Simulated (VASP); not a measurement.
# Ge (Fd-3m) in VASP: a series of runs

Runs on Ge. Level: PBEsol. Tasks: single point.

Everything below comes from runs of VASP 6.6.1. Logs are shortened: lines on timing, memory, paths and dates and some standing lists are left out, and cuts for length are marked.

## Step 1: The cell of the first run

The structure is cubic, space group Fd-3m (No. 227). Conventional cell: a = 5.503 Å, b = 5.503 Å, c = 5.503 Å, α = 90.00°, β = 90.00°, γ = 90.00°. Ge (site symmetry -43m) has 4 Ge at 2.38 Å within 3.1 Å.

## Step 2: Single point, PBEsol

Contents of INCAR:

```
ALGO = Normal ; EDIFF = 1E-6
ENCUT = 500 ; GGA = PS
GGA_COMPAT = False ; ISIF = 2
ISMEAR = 0 ; LASPH = True
LCHARG = False ; LREAL = False
LWAVE = False ; NBANDS = 21
NELM = 120 ; PREC = Accurate
SIGMA = 0.01
```

Contents of KPOINTS:

```
k-points
0
Gamma
  6 6 6
```

Contents of POSCAR:

```
Ge
1.0
    0.0000000000      2.7513662564      2.7513662564
    2.7513662564      0.0000000000      2.7513662564
    2.7513662564      2.7513662564      0.0000000000
Ge
2
Direct
    0.0000000000      0.0000000000      0.0000000000
    0.2500000000      0.2500000000      0.2500000000
```

Potentials or basis: VASP PAW PBE potentials, release 64 (Ge_d).

Command:

```bash
$ cat potpaw_PBE.64/Ge_d/POTCAR > POTCAR
$ mpirun -np 1 vasp_std > vasp.out
```

OUTCAR:

```text
EDIFF = 1E-6
   ENCUT = 500
   GGA = PS
   ISIF = 2
   ISMEAR = 0
   LASPH = True
   LREAL = False
   NELM = 120
   PREC = Accurate

 ion  position               nearest neighbor table
   1  0.000  0.000  0.000-   2 2.38   2 2.38   2 2.38   2 2.38
   2  0.250  0.250  0.250-   1 2.38   1 2.38   1 2.38   1 2.38

  LATTYP: Found a face centered cubic cell.
 ALAT       =     5.5027325128

  Lattice vectors:

 A1 = (   0.0000000000,   2.7513662564,   2.7513662564)
 A2 = (   2.7513662564,   0.0000000000,   2.7513662564)
 A3 = (   2.7513662564,   2.7513662564,   0.0000000000)

Analysis of symmetry for initial positions (statically):
=====================================================================
 Subroutine PRICEL returns:
 Original cell was already a primitive cell.

 Routine SETGRP: Setting up the symmetry group for a
 face centered cubic supercell.

 Subroutine GETGRP returns: Found 48 space group operations
 (whereof 24 operations were pure point group operations)
 out of a pool of 48 trial point group operations.

The static configuration has the point symmetry T_d .
 The point group associated with its full space group is O_h .

Analysis of symmetry for dynamics (positions and initial velocities):
=====================================================================
 Subroutine PRICEL returns:
 Original cell was already a primitive cell.

 Routine SETGRP: Setting up the symmetry group for a
 face centered cubic supercell.

 Subroutine GETGRP returns: Found 48 space group operations
 (whereof 24 operations were pure point group operations)
 out of a pool of 48 trial point group operations.

The dynamic configuration has the point symmetry T_d .
 The point group associated with its full space group is O_h .

 Subroutine INISYM returns: Found 48 space group operations
 (whereof 24 operations are pure point group operations),
 and found     1 'primitive' translations

----------------------------------------------------------------------------------------

                                     Primitive cell

  volume of cell :      41.6558

  direct lattice vectors                    reciprocal lattice vectors
     0.000000000  2.751366256  2.751366256    -0.181727896  0.181727896  0.181727896
     2.751366256  0.000000000  2.751366256     0.181727896 -0.181727896  0.181727896
     2.751366256  2.751366256  0.000000000     0.181727896  0.181727896 -0.181727896

  length of vectors
     3.891019475  3.891019475  3.891019475     0.314761948  0.314761948  0.314761948

  position of ions in fractional coordinates (direct lattice)
     0.000000000  0.000000000  0.000000000
     0.250000000  0.250000000  0.250000000

  ion indices of the primitive-cell ions
   primitive index   ion index
                 1           1
                 2           2

----------------------------------------------------------------------------------------

 KPOINTS: k-points

Automatic generation of k-mesh.
 Grid dimensions read from file:
 generate k-points for:    6    6    6

 Generating k-lattice:

  Cartesian coordinates                     Fractional coordinates (reciprocal lattice)
    -0.030287983  0.030287983  0.030287983     0.166666667  0.000000000  0.000000000
     0.030287983 -0.030287983  0.030287983     0.000000000  0.166666667  0.000000000
     0.030287983  0.030287983 -0.030287983     0.000000000  0.000000000  0.166666667

  Length of vectors
     0.052460325  0.052460325  0.052460325

  Shift w.r.t. Gamma in fractional coordinates (k-lattice)
     0.000000000  0.000000000  0.000000000

 Subroutine IBZKPT returns following result:
 ===========================================

 Found     16 irreducible k-points:

 Following reciprocal coordinates:
            Coordinates               Weight
  0.000000  0.000000  0.000000      1.000000
  0.166667  0.000000  0.000000      8.000000
  0.333333  0.000000  0.000000      8.000000
  0.500000  0.000000  0.000000      4.000000
  0.166667  0.166667  0.000000      6.000000
  0.333333  0.166667  0.000000     24.000000
[... 8 lines left out ...]
 -0.333333  0.333333  0.166667     24.000000
 -0.333333  0.500000  0.166667     12.000000
   k-points           NKPTS =     16   k-points in BZ     NKDIM =     16   number of bands    NBANDS=     21
   number of dos      NEDOS =    301   number of ions     NIONS =      2
   total plane-waves  NPLWV =  21952
   dimension x,y,z NGX =    28 NGY =   28 NGZ =   28
   dimension x,y,z NGXF=    56 NGYF=   56 NGZF=   56
   ions per type =               2
   NGX,Y,Z   is equivalent  to a cutoff of  11.96, 11.96, 11.96 a.u.
   NGXF,Y,Z  is equivalent  to a cutoff of  23.93, 23.93, 23.93 a.u.
 SYSTEM =  unknown system
   PREC   = accura    normal or accurate (medium, high low for compatibility)
   ISTART =      0    job   : 0-new  1-cont  2-samecut
   ICHARG =      2    charge: 1-file 2-atom 10-const
   ISPIN  =      1    spin polarized calculation?
   LNONCOLLINEAR =      F non collinear calculations
   LSORBIT =      F    spin-orbit coupling
   LASPH  =      T    aspherical Exc in radial PAW
   ENCUT  =  500.0 eV  36.75 Ry    6.06 a.u.   7.09  7.09  7.09*2*pi/ulx,y,z
   NELM   =    120;   NELMIN=  2; NELMDL= -5     # of ELM steps
   EDIFF  = 0.1E-05   stopping-criterion for ELM
   LREAL  =      F    real-space projection
   EDIFFG = 0.1E-04   stopping-criterion for IOM
   NSW    =      0    number of steps for IOM
   IBRION =     -1    ionic relax: 0-MD 1-quasi-New 2-CG
   NFREE  =      0    steps in history (QN), initial steepest desc. (CG)
   ISIF   =      2    stress and relaxation
   ISYM   =      2    0-nonsym 1-usesym 2-fastsym
   POTIM  = 0.5000    time-step for ionic-motion
   TEBEG  =    0.0;   TEEND  =   0.0 temperature during run
   PSTRESS=    0.0 pullay stress
   NELECT =      28.0000    total number of electrons
   NUPDOWN=      -1.0000    fix difference up-down
   EMIN   =  10.00;   EMAX   =-10.00  energy-range for DOS
   EFERMI =   0.00;   METHOD = LEGACY
   ISMEAR =     0;   SIGMA  =   0.01  broadening in eV -4-tet -1-fermi 0-gaus
   EFERMI_NEDOS =   21; number of points for ismear=-14 and -15
   IALGO  =     38    algorithm
   IMIX   =      4    mixing-type and parameters
     AMIX     =   0.40;   BMIX     =  1.00
     AMIX_MAG =   1.60;   BMIX_MAG =  1.00
  volume/ion in A,a.u.               =      20.83       140.55
  Fermi-wavevector in a.u.,A,eV,Ry     =   1.434066  2.709992 27.980993  2.056545
  Thomas-Fermi vector in A             =   2.553515
   LORBIT       =      0    0 simple, 1 ext, 2 COOP (PROOUT), +10 PAW based schemes
   GGA     = PS    functional components
   LHFCALC =     F    Hartree Fock is set to
   AEXX    =    0.0000 exact exchange contribution
   IVDW    =     0    specifies the selected vdW correction
   LEPSILON=     F    determine dielectric tensor
   LRPA    =     F    only Hartree local field effects (RPA)
 non-spin polarized calculation
 Gauss-broadening in eV      SIGMA  =   0.01
  energy-cutoff  :      500.00
  volume of cell :       41.66
 maximum number of plane-waves:      1067
   NGX = 15   NGY = 15   NGZ = 15

 number of electron      28.0000018 magnetization

 Free energy of the ion-electron system (eV)
  ---------------------------------------------------
  ext. energy  EPLUGINS =         0.00000000
  ---------------------------------------------------
  free energy    TOTEN  =        -9.74085079 eV

  energy without entropy =       -9.74085079  energy(sigma->0) =       -9.74085079

 E-fermi :   5.7980     XC(G=0): -10.5249

 val. band max:        5.7208599325   @ k =   0.0000   0.0000   0.0000
 cond. band min:       6.1092468654   @ k =   0.5000   0.0000   0.0000
 fundamental gap:      0.3883869329
 Fermi energy:         5.7980321169

 k-point     1 :       0.0000    0.0000    0.0000
  band No.  band energies     occupation
      1     -19.1795      2.00000
      2     -19.1795      2.00000
      3     -19.1795      2.00000
      4     -19.1363      2.00000
      5     -19.1363      2.00000
      6     -18.8741      2.00000
[... 13 lines left out ...]
     20      15.4264      0.00000
     21      15.4264      0.00000

 k-point     2 :       0.1667    0.0000    0.0000
  band No.  band energies     occupation
      1     -19.1947      2.00000
      2     -19.1946      2.00000
      3     -19.1743      2.00000
      4     -19.1139      2.00000
      5     -19.1139      2.00000
      6     -18.8929      2.00000
[... 13 lines left out ...]
     20      14.1329      0.00000
     21      14.1329      0.00000

 k-point     3 :       0.3333    0.0000    0.0000
  band No.  band energies     occupation
      1     -19.2069      2.00000
      2     -19.2069      2.00000
      3     -19.1639      2.00000
      4     -19.0902      2.00000
      5     -19.0902      2.00000
      6     -18.9092      2.00000
[... 13 lines left out ...]
     20      14.8597      0.00000
     21      14.8597      0.00000

 k-point     4 :       0.5000    0.0000    0.0000
  band No.  band energies     occupation
      1     -19.2094      2.00000
      2     -19.2094      2.00000
      3     -19.1586      2.00000
      4     -19.0840      2.00000
      5     -19.0840      2.00000
      6     -18.9123      2.00000
[... 13 lines left out ...]
     20      17.3296      0.00000
     21      17.3296      0.00000

 k-point     5 :       0.1667    0.1667    0.0000
  band No.  band energies     occupation
      1     -19.1924      2.00000
      2     -19.1910      2.00000
      3     -19.1910      2.00000
      4     -19.1162      2.00000
      5     -19.0883      2.00000
      6     -18.9368      2.00000
[... 13 lines left out ...]
     20      14.2930      0.00000
     21      15.9199      0.00000

 k-point     6 :       0.3333    0.1667    0.0000
  band No.  band energies     occupation
      1     -19.2169      2.00000
      2     -19.2037      2.00000
      3     -19.1677      2.00000
      4     -19.0903      2.00000
      5     -19.0563      2.00000
      6     -18.9685      2.00000
[... 13 lines left out ...]
     20      15.6173      0.00000
     21      16.2575      0.00000

 k-point     7 :       0.5000    0.1667    0.0000
  band No.  band energies     occupation
      1     -19.2305      2.00000
      2     -19.2137      2.00000
      3     -19.1385      2.00000
      4     -19.0665      2.00000
      5     -19.0561      2.00000
      6     -18.9611      2.00000
[... 13 lines left out ...]
     20      17.1902      0.00000
     21      17.3429      0.00000

 k-point     8 :      -0.3333    0.1667    0.0000
  band No.  band energies     occupation
      1     -19.2260      2.00000
      2     -19.2185      2.00000
      3     -19.1329      2.00000
      4     -19.0819      2.00000
      5     -19.0563      2.00000
      6     -18.9431      2.00000
[... 13 lines left out ...]
     20      15.0783      0.00000
     21      17.0943      0.00000

 k-point     9 :      -0.1667    0.1667    0.0000
  band No.  band energies     occupation
      1     -19.2122      2.00000
      2     -19.2055      2.00000
      3     -19.1599      2.00000
      4     -19.1027      2.00000
      5     -19.0794      2.00000
      6     -18.9277      2.00000
[... 13 lines left out ...]
     20      15.3296      0.00000
     21      15.4630      0.00000

 k-point    10 :       0.3333    0.3333    0.0000
  band No.  band energies     occupation
      1     -19.2114      2.00000
      2     -19.2114      2.00000
      3     -19.1766      2.00000
      4     -19.0622      2.00000
      5     -19.0308      2.00000
      6     -19.0048      2.00000
[... 13 lines left out ...]
     20      17.4066      0.00000
     21      18.0233      0.00000

 k-point    11 :       0.5000    0.3333    0.0000
  band No.  band energies     occupation
      1     -19.2334      2.00000
      2     -19.2190      2.00000
      3     -19.1342      2.00000
      4     -19.0537      2.00000
      5     -19.0290      2.00000
      6     -18.9798      2.00000
[... 13 lines left out ...]
     20      17.7802      0.00000
     21      18.4833      0.00000

 k-point    12 :      -0.3333    0.3333    0.0000
  band No.  band energies     occupation
      1     -19.2440      2.00000
      2     -19.2229      2.00000
      3     -19.1144      2.00000
      4     -19.0250      2.00000
      5     -19.0162      2.00000
      6     -19.0015      2.00000
[... 13 lines left out ...]
     20      14.7799      0.00000
     21      19.8689      0.00000

 k-point    13 :       0.5000    0.5000    0.0000
  band No.  band energies     occupation
      1     -19.2205      2.00000
      2     -19.2205      2.00000
      3     -19.1188      2.00000
      4     -19.1188      2.00000
      5     -18.9900      2.00000
      6     -18.9900      2.00000
[... 13 lines left out ...]
     20      18.1049      0.00000
     21      18.9865      0.00000

 k-point    14 :       0.5000    0.3333    0.1667
  band No.  band energies     occupation
      1     -19.2281      2.00000
      2     -19.2248      2.00000
      3     -19.1324      2.00000
      4     -19.0644      2.00000
      5     -19.0206      2.00000
      6     -19.0026      2.00000
[... 13 lines left out ...]
     20      16.0459      0.00000
     21      18.6530      0.00000

 k-point    15 :      -0.3333    0.3333    0.1667
  band No.  band energies     occupation
      1     -19.2409      2.00000
      2     -19.2280      2.00000
      3     -19.1052      2.00000
      4     -19.0420      2.00000
      5     -19.0127      2.00000
      6     -19.0041      2.00000
[... 13 lines left out ...]
     20      17.9988      0.00000
     21      18.1935      0.00000

 k-point    16 :      -0.3333    0.5000    0.1667
  band No.  band energies     occupation
      1     -19.2350      2.00000
      2     -19.2350      2.00000
      3     -19.0805      2.00000
      4     -19.0805      2.00000
      5     -18.9953      2.00000
      6     -18.9953      2.00000
[... 13 lines left out ...]
     20      17.3836      0.00000
     21      19.2236      0.00000

------------------------ aborting loop because EDIFF is reached ----------------------------------------

  FORCE on cell =-STRESS in cart. coord.  units (eV):
  Direction    XX          YY          ZZ          XY          YZ          ZX
  --------------------------------------------------------------------------------------
  -------------------------------------------------------------------------------------
  Total        1.9531240      1.9531240      1.9531240      0.0000000      0.0000000      0.0000000
  in kB       75.1216595     75.1216595     75.1216595      0.0000000      0.0000000      0.0000000
  external PRESSURE =      75.1216595 kB  Pullay stress =       0.0000000 kB

 VOLUME and BASIS-vectors are now :
 -----------------------------------------------------------------------------
  energy-cutoff  :      500.00
  volume of cell :       41.66
      direct lattice vectors                 reciprocal lattice vectors
     0.000000000  2.751366256  2.751366256    -0.181727896  0.181727896  0.181727896
     2.751366256  0.000000000  2.751366256     0.181727896 -0.181727896  0.181727896
     2.751366256  2.751366256  0.000000000     0.181727896  0.181727896 -0.181727896

 POSITION                                       TOTAL-FORCE (eV/Angst)
 -----------------------------------------------------------------------------------
      0.00000      0.00000      0.00000        -0.000000     -0.000000     -0.000000
      1.37568      1.37568      1.37568         0.000000      0.000000      0.000000
 -----------------------------------------------------------------------------------
    total drift:                                0.000000      0.000000      0.000000

  FREE ENERGIE OF THE ION-ELECTRON SYSTEM (eV)
  ---------------------------------------------------
  free  energy   TOTEN  =        -9.7408507923 eV

  energy  without entropy=       -9.7408507923  energy(sigma->0) =       -9.74085079
```

Wall time 25 s (1 thread of Intel Xeon 8259CL, shared host); peak memory 0.15 GiB.

Results:

| Property | Result |
| --- | --- |
| Free energy | -9.7409 eV |
| Pressure | 7.5 GPa |
| Band gap on the k mesh | 0.39 eV (least direct gap 0.78 eV) |

Caveat: the cell stands under pressure; the PAW data sets were made with another functional, which shifts forces and pressure a little. A k mesh can miss the band edges.

## Step 3: Single point, PBEsol

This run uses another cell than the first one, of 21.43 Å³/atom.

Contents of INCAR:

```
  PREC = Accurate
  ENCUT = 500
  EDIFF = 1E-6
  ISMEAR = 0
  SIGMA = 0.01
  LREAL = F
  LASPH = T
  NELM = 120
  ALGO = Normal
  ISIF = 2
  LWAVE = F
  LCHARG = F
  GGA = PS
  NBANDS = 21
  GGA_COMPAT = F
```

Contents of KPOINTS:

```
regular mesh
0
Gamma
  6 6 6
```

Contents of POSCAR:

```
Ge
1.0
    0.0000000000      2.7776967199      2.7776967199
    2.7776967199      0.0000000000      2.7776967199
    2.7776967199      2.7776967199      0.0000000000
Ge
2
Direct
    0.0000000000      0.0000000000      0.0000000000
    0.2500000000      0.2500000000      0.2500000000
```

Potentials or basis: VASP PAW PBE potentials, release 64 (Ge_d).

Command:

```bash
$ cat potpaw_PBE.64/Ge_d/POTCAR > POTCAR
$ mpirun -np 1 vasp_std > vasp.out
```

Wall time 34 s (1 thread of Intel Xeon 8259CL, shared host); peak memory 0.16 GiB.

The run converged. Its results:

| Quantity | Value |
| --- | --- |
| Free energy | -9.7878 eV |
| Pressure | 4.8 GPa |
| Band gap on the k mesh | 0.29 eV (least direct gap 0.50 eV) |

Levels at points of the mesh, in eV from the valence-band top:
```
           k point  band 10  band 11  band 12  band 13  band 14  band 15  band 16  band 17  band 18  band 19
(0.00, 0.00, 0.00)   -24.54   -13.23     0.00     0.00     0.00     0.50     2.55     2.55     2.55     6.35
(0.50, 0.00, 0.00)   -24.52   -10.99    -7.90    -1.50    -1.50     0.29     3.73     3.73     6.98    10.79
(0.50, 0.50, 0.00)   -24.50    -9.12    -9.12    -3.29    -3.29     0.59     0.59     9.95     9.95    12.08
```

Caveat: the cell stands under pressure; the PAW data sets were made with another functional, which shifts forces and pressure a little.

## Step 4: Single point, PBEsol

This run uses another cell than the first one, of 22.04 Å³/atom.

Contents of INCAR:

```
ALGO = Normal
EDIFF = 1E-6
ENCUT = 500
GGA = PS
GGA_COMPAT = False
ISIF = 2
ISMEAR = 0
LASPH = True
LCHARG = True
LELF = True
LREAL = False
LVHAR = True
LWAVE = False
NBANDS = 21
NELM = 120
PREC = Accurate
SIGMA = 0.01
```

Contents of KPOINTS:

```
k-points
0
Gamma
  6 6 6
```

Contents of POSCAR:

```
Ge
1.0
    0.0000000000      2.8035372431      2.8035372431
    2.8035372431      0.0000000000      2.8035372431
    2.8035372431      2.8035372431      0.0000000000
Ge
2
Direct
    0.0000000000      0.0000000000      0.0000000000
    0.2500000000      0.2500000000      0.2500000000
```

Command:

```bash
$ cat potpaw_PBE.64/Ge_d/POTCAR > POTCAR
$ mpirun -np 1 vasp_std > vasp.out
```

Wall time 37 s (1 thread of Intel Xeon 8259CL, shared host); peak memory 0.16 GiB.

The run converged. Its results:

- Free energy: -9.8154 eV
- Pressure: 2.4 GPa
- Band gap on the k mesh: 0.20 eV (least direct gap 0.24 eV)

Levels at points of the mesh, in eV from the valence-band top:
```
           k point  band 11  band 12  band 13  band 14  band 15  band 16  band 17  band 18
(0.00, 0.00, 0.00)   -13.01     0.00     0.00     0.00     0.24     2.54     2.54     2.54
(0.50, 0.00, 0.00)   -10.84    -7.76    -1.45    -1.45     0.20     3.72     3.72     6.97
(0.50, 0.50, 0.00)    -9.01    -9.01    -3.19    -3.19     0.63     0.63     9.71     9.71
```

Caveat: the PAW data sets were made with another functional, which shifts forces and pressure a little. A k mesh can miss the band edges.

## Step 5: The runs side by side

| cell | gap on the mesh (eV) | pressure (GPa) |
| --- | --- | --- |
| a = 3.891 Å, angles 60.0°, 2 atoms | 0.39 | 7.5 |
| a = 3.928 Å, angles 60.0°, 2 atoms | 0.29 | 4.8 |
| a = 3.965 Å, angles 60.0°, 2 atoms | 0.20 | 2.4 |

Alike in all rows: task single point; level PBEsol; potentials or basis VASP PAW PBE potentials, release 64 (Ge_d); no spin polarisation; k mesh 6 × 6 × 6; cutoff (eV) 500; smearing gaussian 0.01 eV.

Caveats: the PAW data sets were made with another functional, which shifts forces and pressure a little; the cell stands under pressure (at least some runs).

Total energies depend on the potentials used, so only differences within one code and one set of settings carry meaning.
